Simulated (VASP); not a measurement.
# O (C2/m) in VASP: notebook

O is run at these levels: PBE; tasks: single point.

Everything below comes from runs of VASP 6.6.1. Logs are shortened: lines on timing, memory, paths and dates and some standing lists are left out, and cuts for length are marked.

**1. The cell of the first run**

It takes space group C2/m (No. 12, monoclinic). The conventional cell has a = 5.703 Å, b = 3.325 Å, c = 4.363 Å, α = 90.00°, β = 123.29°, γ = 90.00°. O (site symmetry m) has 1 O at 1.22 Å within 1.6 Å.

**2. Single point, PBE, collinear spin, ferromagnetic start**

The input, INCAR:

```
  PREC = Accurate
  ENCUT = 520
  EDIFF = 1E-6
  ISMEAR = -1
  SIGMA = 0.05
  LREAL = False
  LASPH = True
  NELM = 150
  ALGO = Normal
  ISIF = 2
  LWAVE = False
  LCHARG = True
  ISPIN = 2
  MAGMOM = 1 1
  LORBIT = 11
  GGA = PE
  LELF = True
  LVHAR = True
  NBANDS = 17
```

The input, KPOINTS:

```
Automatic mesh
0
Gamma
  10 10 8
```

The input, POSCAR:

```
O
1.0
    2.8514028533     -1.6624159400      0.0000000000
    2.8514028533      1.6624159400      0.0000000000
   -2.3944914034      0.0000000000      3.6470501824
O
2
Direct
    0.0254538300      0.0254538300      0.1555740200
    0.9745461700      0.9745461700      0.8444259800
```

Potentials or basis: VASP PAW PBE potentials, release 64 (O).

Launch:

```console
cat potpaw_PBE.64/O/POTCAR > POTCAR
mpirun -np 1 vasp_std > vasp.out
```

OUTCAR:

```text
PREC = Accurate
   ENCUT = 520
   EDIFF = 1E-6
   ISMEAR = -1
   LREAL = False
   LASPH = True
   NELM = 150
   ISIF = 2
   ISPIN = 2
   LORBIT = 11
   GGA = PE

 ion  position               nearest neighbor table
   1  0.025  0.025  0.156-   2 1.22
   2  0.975  0.975  0.844-   1 1.22

  LATTYP: Found a base centered monoclinic cell.
 ALAT       =     5.7028057066
 B/A-ratio  =     0.5830168607
 C/A-ratio  =     0.7650377976
 COS(beta)  =    -0.5488350190

  Lattice vectors:

 A1 = (   2.8514028533,  -1.6624159400,   0.0000000000)
 A2 = (   2.8514028533,   1.6624159400,   0.0000000000)
 A3 = (  -2.3944914034,   0.0000000000,   3.6470501824)

Analysis of symmetry for initial positions (statically):
=====================================================================
 Subroutine PRICEL returns:
 Original cell was already a primitive cell.

 Routine SETGRP: Setting up the symmetry group for a
 base centered monoclinic supercell.

 Subroutine GETGRP returns: Found  4 space group operations
 (whereof  4 operations were pure point group operations)
 out of a pool of  4 trial point group operations.

The static configuration has the point symmetry C_2h.

Analysis of symmetry for dynamics (positions and initial velocities):
=====================================================================
 Subroutine PRICEL returns:
 Original cell was already a primitive cell.

 Routine SETGRP: Setting up the symmetry group for a
 base centered monoclinic supercell.

 Subroutine GETGRP returns: Found  4 space group operations
 (whereof  4 operations were pure point group operations)
 out of a pool of  4 trial point group operations.

The dynamic configuration has the point symmetry C_2h.

Analysis of structural, dynamic, and magnetic symmetry:
=====================================================================
 Subroutine PRICEL returns:
 Original cell was already a primitive cell.

 Routine SETGRP: Setting up the symmetry group for a
 base centered monoclinic supercell.

 Subroutine GETGRP returns: Found  4 space group operations
 (whereof  4 operations were pure point group operations)
 out of a pool of  4 trial point group operations.

The overall configuration has the point symmetry C_2h.

 Subroutine INISYM returns: Found  4 space group operations
 (whereof  4 operations are pure point group operations),
 and found     1 'primitive' translations

[... 109 lines left out ...]
   ISMEAR =    -1;   SIGMA  =   0.05  broadening in eV -4-tet -1-fermi 0-gaus
   EFERMI_NEDOS =   21; number of points for ismear=-14 and -15
   IALGO  =     38    algorithm
   IMIX   =      4    mixing-type and parameters
     AMIX     =   0.40;   BMIX     =  1.00
     AMIX_MAG =   1.60;   BMIX_MAG =  1.00
  volume/ion in A,a.u.               =      17.29       116.66
  Fermi-wavevector in a.u.,A,eV,Ry     =   1.150479  2.174089 18.008688  1.323601
  Thomas-Fermi vector in A             =   2.287142
   LORBIT       =     11    0 simple, 1 ext, 2 COOP (PROOUT), +10 PAW based schemes
   GGA     = PE    functional components
   LHFCALC =     F    Hartree Fock is set to
   AEXX    =    0.0000 exact exchange contribution
   IVDW    =     0    specifies the selected vdW correction
   LEPSILON=     F    determine dielectric tensor
   LRPA    =     F    only Hartree local field effects (RPA)
 spin polarized calculation
  energy-cutoff  :      520.00
  volume of cell :       34.58
 maximum number of plane-waves:       958
 NGX is ok and might be reduce to    28
   NGX = 13   NGY = 13   NGZ = 17

 number of electron      11.9999999 magnetization       1.9999999

 Free energy of the ion-electron system (eV)
  ---------------------------------------------------
  ext. energy  EPLUGINS =         0.00000000
  ---------------------------------------------------
  free energy    TOTEN  =        -9.85907877 eV

  energy without entropy =       -9.85907867  energy(sigma->0) =       -9.85907872

 E-fermi :  -1.6926     XC(G=0):  -7.3774

 val. band max:       -2.3726617598   @ k =   0.5000   0.5000  -0.0000
 cond. band min:      -1.0814880683   @ k =   0.5000   0.0000   0.5000
 fundamental gap:      1.2911736915
 Fermi energy:        -1.6926333011

 spin component 1

 k-point     1 :       0.0000    0.0000    0.0000
  band No.  band energies     occupation
      1     -28.6668      1.00000
      2     -16.2710      1.00000
      3      -9.8596      1.00000
      4      -8.7926      1.00000
      5      -8.7649      1.00000
      6      -2.8054      1.00000
[... 459 lines left out ...]
      6      -2.7127      1.00000
[... 9 lines left out ...]
     16      22.7257      0.00000
     17      23.6075      0.00000

 [... further k-points ...]

 spin component 2

 k-point     1 :       0.0000    0.0000    0.0000
  band No.  band energies     occupation
      1     -27.4626      1.00000
      2     -14.4462      1.00000
      3      -9.0310      1.00000
      4      -6.8326      1.00000
      5      -6.8074      1.00000
      6      -0.4968      0.00000
[... 459 lines left out ...]
      6      -0.4050      0.00000
[... 9 lines left out ...]
     16      23.1086      0.00000
     17      24.0856      0.00000

 [... further k-points ...]
[... 5 lines left out ...]
  --------------------------------------------------------------------------------------
  -------------------------------------------------------------------------------------
  Total        0.3760148      0.2567850      0.9587941      0.0000000      0.0000000     -0.2993981
  in kB       17.4239075     11.8989954     44.4289366      0.0000000      0.0000000    -13.8736149
  external PRESSURE =      24.5839465 kB  Pullay stress =       0.0000000 kB

 VOLUME and BASIS-vectors are now :
 -----------------------------------------------------------------------------
  energy-cutoff  :      520.00
  volume of cell :       34.58
      direct lattice vectors                 reciprocal lattice vectors
     2.851402853 -1.662415940  0.000000000     0.175352283 -0.300767087  0.115128532
     2.851402853  1.662415940  0.000000000     0.175352283  0.300767087  0.115128532
    -2.394491403  0.000000000  3.647050182     0.000000000  0.000000000  0.274194198

 POSITION                                       TOTAL-FORCE (eV/Angst)
 -----------------------------------------------------------------------------------
     -0.22736      0.00000      0.56739        -0.279102      0.000000      0.692811
      3.53568      0.00000      3.07966         0.279102      0.000000     -0.692811
 -----------------------------------------------------------------------------------
    total drift:                                0.000000      0.000000      0.000000

  FREE ENERGIE OF THE ION-ELECTRON SYSTEM (eV)
  ---------------------------------------------------
  free  energy   TOTEN  =        -9.8590787697 eV

  energy  without entropy=       -9.8590786749  energy(sigma->0) =       -9.85907872

 total charge

# of ion       s       p       d       tot
------------------------------------------
    1        1.612   3.294   0.000   4.906
    2        1.612   3.294   0.000   4.906
--------------------------------------------------
tot          3.225   6.588   0.000   9.813

 magnetization (x)

# of ion       s       p       d       tot
------------------------------------------
    1        0.011   0.800   0.000   0.810
    2        0.011   0.800   0.000   0.810
--------------------------------------------------
tot          0.021   1.600   0.000   1.621
```

stdout:

```text
POSCAR found type information on POSCAR O
 POSCAR found :  1 types and       2 ions
 scaLAPACK will be used
 LDA part: xc-table for (Slater+PW92), standard interpolation
 POSCAR, INCAR and KPOINTS ok, starting setup
 FFT: planning ... GRIDC
 FFT: planning ... GRID_SOFT
 FFT: planning ... GRID
 WAVECAR not read
 entering main loop
```

Run time: 94 s. Hardware: 1 thread of Intel Xeon 6975P-C (Granite Rapids), shared host; peak memory 0.29 GiB.

Results:

```yaml
Free_energy: -9.8591 eV
Pressure: 2.5 GPa
Largest_force: 0.747 eV/Å
Band_gap_on_the_k_mesh: 1.29 eV, indirect (least direct gap 1.50 eV)
Net_moment: 2.00 μB per cell
Site_moments: O +0.81 μB
Valence_electrons_inside_the_program's_atomic_spheres: O 4.91
```

Forces in eV/Å, atoms in the order of the input:
```
O   -0.279  0.000  0.693
O    0.279  0.000 -0.693
```

Levels at points of the mesh, in eV from the valence-band top:
Spin up:
| k point | band 3 | band 4 | band 5 | band 6 | band 7 | band 8 | band 9 | band 10 | band 11 | band 12 |
| --- | --- | --- | --- | --- | --- | --- | --- | --- | --- | --- |
| (0.00, 0.00, 0.00) | -7.49 | -6.42 | -6.39 | -0.43 | -0.17 | 7.11 | 10.71 | 14.75 | 15.84 | 18.47 |
| (0.50, 0.00, 0.00) | -7.45 | -7.02 | -6.54 | -0.59 | -0.22 | 10.07 | 11.05 | 11.65 | 15.31 | 15.64 |
| (0.50, 0.50, 0.00) | -7.38 | -6.81 | -6.74 | -0.34 | 0.00 | 9.98 | 11.10 | 11.99 | 12.69 | 15.03 |
| (0.00, 0.00, 0.50) | -6.62 | -6.51 | -6.49 | -0.22 | -0.04 | 7.13 | 8.69 | 12.33 | 18.19 | 18.24 |
| (0.50, 0.00, 0.50) | -7.25 | -6.67 | -6.66 | -0.85 | -0.21 | 8.63 | 11.10 | 12.79 | 13.71 | 16.70 |
| (0.50, 0.50, 0.50) | -7.26 | -6.87 | -6.63 | -0.62 | -0.28 | 8.38 | 11.11 | 12.14 | 16.31 | 17.26 |
Spin down:
```csv
k point,band 3,band 4,band 5,band 6,band 7,band 8
"(0.00, 0.00, 0.00)",-6.66,-4.46,-4.43,1.88,2.21,7.57
"(0.50, 0.00, 0.00)",-6.13,-5.71,-4.61,1.68,2.13,10.89
"(0.50, 0.50, 0.00)",-5.90,-5.61,-4.84,1.94,2.42,11.04
"(0.00, 0.00, 0.50)",-5.70,-4.57,-4.54,2.12,2.37,7.89
"(0.50, 0.00, 0.50)",-5.73,-5.47,-4.76,1.29,2.15,9.51
"(0.50, 0.50, 0.50)",-5.96,-5.48,-4.71,1.60,2.06,9.16
```

Caveat: the standard files for N, O and F lose accuracy on very short bonds.

**3. Single point, PBE, collinear spin, ferromagnetic start**

The input, INCAR:

```
PREC = Accurate ; ENCUT = 520
EDIFF = 1E-6 ; ISMEAR = -1
SIGMA = 0.05 ; LREAL = False
LASPH = True ; NELM = 150
ALGO = Normal ; ISIF = 2
LWAVE = False ; LCHARG = False
ISPIN = 2 ; MAGMOM = 1 1
LORBIT = 11 ; GGA = PE
NBANDS = 17
```

The input, KPOINTS:

```
regular mesh
0
Gamma
  10 10 8
```

POSCAR is that of step 2.

Potentials or basis: VASP PAW PBE potentials, release 64 (O).

Launch:

```console
cat potpaw_PBE.64/O/POTCAR > POTCAR
mpirun -np 1 vasp_std > vasp.out
```

Run time: 92 s. Hardware: 1 thread of Intel Xeon 6975P-C (Granite Rapids), shared host; peak memory 0.29 GiB.

It converged, with:

- Free energy: -9.8591 eV
- Pressure: 2.5 GPa
- Largest force: 0.747 eV/Å
- Band gap on the k mesh: 1.29 eV, indirect (least direct gap 1.50 eV)
- Net moment: 2.00 μB per cell
- Site moments: O +0.81 μB
- Valence electrons inside the program's atomic spheres: O 4.91

Forces on the atoms (eV/Å):
```
O   -0.279  0.000  0.693
O    0.279  0.000 -0.693
```

Stress tensor (GPa, compression positive):
```
 1.74  0.00 -1.39
 0.00  1.19  0.00
-1.39  0.00  4.44
```

Levels at points of the mesh, in eV from the valence-band top:
Spin up:
| k point | band 5 | band 6 | band 7 | band 8 | band 9 | band 10 |
| --- | --- | --- | --- | --- | --- | --- |
| (0.00, 0.00, 0.00) | -6.39 | -0.43 | -0.17 | 7.11 | 10.71 | 14.75 |
| (0.50, 0.00, 0.00) | -6.54 | -0.59 | -0.22 | 10.07 | 11.05 | 11.65 |
| (0.50, 0.50, 0.00) | -6.74 | -0.34 | 0.00 | 9.98 | 11.10 | 11.99 |
| (0.00, 0.00, 0.50) | -6.49 | -0.22 | -0.04 | 7.13 | 8.69 | 12.33 |
| (0.50, 0.00, 0.50) | -6.66 | -0.85 | -0.21 | 8.63 | 11.10 | 12.79 |
| (0.50, 0.50, 0.50) | -6.63 | -0.62 | -0.28 | 8.38 | 11.11 | 12.14 |
Spin down:
| k point | band 2 | band 3 | band 4 | band 5 | band 6 | band 7 | band 8 | band 9 |
| --- | --- | --- | --- | --- | --- | --- | --- | --- |
| (0.00, 0.00, 0.00) | -12.07 | -6.66 | -4.46 | -4.43 | 1.88 | 2.21 | 7.57 | 11.80 |
| (0.50, 0.00, 0.00) | -12.11 | -6.13 | -5.71 | -4.61 | 1.68 | 2.13 | 10.89 | 11.98 |
| (0.50, 0.50, 0.00) | -12.31 | -5.90 | -5.61 | -4.84 | 1.94 | 2.42 | 11.04 | 11.45 |
| (0.00, 0.00, 0.50) | -12.57 | -5.70 | -4.57 | -4.54 | 2.12 | 2.37 | 7.89 | 9.10 |
| (0.50, 0.00, 0.50) | -12.29 | -5.73 | -5.47 | -4.76 | 1.29 | 2.15 | 9.51 | 11.62 |
| (0.50, 0.50, 0.50) | -12.21 | -5.96 | -5.48 | -4.71 | 1.60 | 2.06 | 9.16 | 11.61 |

Caveat: the standard files for N, O and F lose accuracy on very short bonds. A k mesh can miss the band edges.

**4. Single point, PBE**

The input, INCAR:

```
PREC     = Accurate       # precision mode
ENCUT    = 520            # plane-wave cutoff, eV
EDIFF    = 1E-7           # SCF threshold, eV
ISMEAR   = -1             # smearing method
SIGMA    = 0.05           # smearing width, eV
LREAL    = False          # projectors in reciprocal space
LASPH    = True           # aspherical terms in the spheres
NELM     = 80             # most SCF steps
ALGO     = Normal         # electronic algorithm
ISIF     = 2              # what is computed and relaxed
LWAVE    = False          # write WAVECAR
LCHARG   = False          # write CHGCAR
GGA      = PE             # functional
NBANDS   = 13             # bands
```

KPOINTS is that of step 3.

POSCAR is that of step 3.

Launch:

```console
cat potpaw_PBE.64/O/POTCAR > POTCAR
mpirun -np 1 vasp_std > vasp.out
```

It took 41 s on 1 thread of Intel Xeon 6975P-C (Granite Rapids), shared host; peak memory 0.21 GiB.

It converged, with:

```
Free energy            : -9.0694 eV
Pressure               : -0.2 GPa
Largest force          : 0.855 eV/Å
Band gap on the k mesh : zero (band 6 reaches -1.71 eV, above the bottom of band 7 at -1.95 eV)
```

Forces on the atoms (eV/Å):
```
O   -0.161  0.000  0.840
O    0.161  0.000 -0.840
```

Stress tensor (GPa, compression positive):
```
 0.71  0.00 -0.82
 0.00 -3.22  0.00
-0.82  0.00  1.84
```

Levels at points of the mesh, in eV from the Fermi level:
```tsv
k point	band 4	band 5	band 6	band 7	band 8	band 9
(0.00, 0.00, 0.00)	-6.26	-6.22	-0.09	0.18	6.73	10.46
(0.50, 0.00, 0.00)	-7.30	-6.38	-0.28	0.13	9.80	10.77
(0.50, 0.50, 0.00)	-7.08	-6.60	-0.02	0.37	9.75	10.68
(0.00, 0.00, 0.50)	-6.34	-6.33	0.13	0.32	6.85	8.30
(0.50, 0.00, 0.50)	-6.93	-6.52	-0.57	0.14	8.38	10.74
(0.50, 0.50, 0.50)	-7.15	-6.48	-0.31	0.06	8.10	10.73
```

Caveat: the standard files for N, O and F lose accuracy on very short bonds; spin is off for a triplet molecule.

**5. Single point, PBE, collinear spin, antiferromagnetic start**

The input, INCAR:

```
SYSTEM = O
ALGO     = Normal         ! electronic algorithm
EDIFF    = 1E-7           ! SCF threshold, eV
ENCUT    = 520            ! plane-wave cutoff, eV
GGA      = PE             ! functional
ISIF     = 2              ! what is computed and relaxed
ISMEAR   = -1             ! smearing method
ISPIN    = 2              ! spin polarisation
LASPH    = .True.         ! aspherical terms in the spheres
LCHARG   = .True.         ! write CHGCAR
LELF     = .True.         ! ELF
LORBIT   = 11             ! projections on sites
LREAL    = .False.        ! projectors in reciprocal space
LVHAR    = .True.       
LWAVE    = .False.        ! write WAVECAR
MAGMOM   = 1 -1           ! initial moments
NBANDS   = 17             ! bands
NELM     = 150            ! most SCF steps
PREC     = Accurate       ! precision mode
SIGMA    = 0.05           ! smearing width, eV
```

The input, KPOINTS:

```
k-points
0
Gamma
  10 10 8
  0 0 0
```

POSCAR is that of step 4.

Launch:

```console
cat potpaw_PBE.64/O/POTCAR > POTCAR
mpirun -np 1 vasp_std > vasp.out
```

It took 2.1 min on 1 thread of Intel Xeon 6975P-C (Granite Rapids), shared host; peak memory 0.29 GiB.

Results (log left out):

```yaml
Free_energy: -9.0694 eV
Pressure: -0.2 GPa
Largest_force: 0.855 eV/Å
Band_gap_on_the_k_mesh: zero (filled and empty bands overlap)
Net_moment: 0.00 μB per cell
Valence_electrons_inside_the_program's_atomic_spheres: O 4.89
```

Forces on the atoms (eV/Å):
```
O   -0.161  0.000  0.840
O    0.161  0.000 -0.840
```

Stress tensor (GPa, compression positive):
```
 0.71  0.00 -0.82
 0.00 -3.22  0.00
-0.82  0.00  1.83
```

Levels at points of the mesh, in eV from the Fermi level:
Spin up:
| k point | band 4 | band 5 | band 6 | band 7 | band 8 | band 9 |
| --- | --- | --- | --- | --- | --- | --- |
| (0.00, 0.00, 0.00) | -6.26 | -6.22 | -0.09 | 0.18 | 6.73 | 10.46 |
| (0.50, 0.00, 0.00) | -7.30 | -6.38 | -0.28 | 0.13 | 9.80 | 10.77 |
| (0.50, 0.50, 0.00) | -7.08 | -6.60 | -0.02 | 0.37 | 9.75 | 10.68 |
| (0.00, 0.00, 0.50) | -6.34 | -6.33 | 0.13 | 0.32 | 6.85 | 8.30 |
| (0.50, 0.00, 0.50) | -6.93 | -6.52 | -0.57 | 0.14 | 8.38 | 10.74 |
| (0.50, 0.50, 0.50) | -7.15 | -6.48 | -0.31 | 0.06 | 8.10 | 10.73 |
Spin down:
```tsv
k point	band 3	band 4	band 5	band 6	band 7	band 8	band 9	band 10
(0.00, 0.00, 0.00)	-7.79	-6.26	-6.22	-0.09	0.18	6.73	10.46	14.29
(0.50, 0.00, 0.00)	-7.36	-7.30	-6.38	-0.28	0.13	9.80	10.77	11.28
(0.50, 0.50, 0.00)	-7.27	-7.08	-6.60	-0.02	0.37	9.75	10.68	11.58
(0.00, 0.00, 0.50)	-6.90	-6.34	-6.33	0.13	0.32	6.85	8.30	11.98
(0.50, 0.00, 0.50)	-7.15	-6.93	-6.52	-0.57	0.14	8.38	10.74	12.49
(0.50, 0.50, 0.50)	-7.15	-7.15	-6.48	-0.31	0.06	8.10	10.73	11.82
```

Caveat: the standard files for N, O and F lose accuracy on very short bonds.

**6. Summary**

| spin | gap on the mesh (eV) | pressure (GPa) | moment (μB) | largest force (eV/Å) |
| --- | --- | --- | --- | --- |
| collinear, ferromagnetic start | 1.29 | 2.5 | 2.00 | 0.75 |
| off | none | -0.2 | - | 0.86 |
| collinear, antiferromagnetic start | none | -0.2 | 0.00 | 0.86 |

Alike in all rows: task single point; level PBE; potentials or basis VASP PAW PBE potentials, release 64 (O); cell as given; k mesh 10 × 10 × 8; cutoff (eV) 520; smearing fermi-dirac 0.05 eV.

On the cell as given the gap runs from zero (PBE) to 1.29 eV (PBE).

Caveats: the standard files for N, O and F lose accuracy on very short bonds; spin is off for a triplet molecule (some runs).

Absolute energies hang on the potentials; compare differences alone.
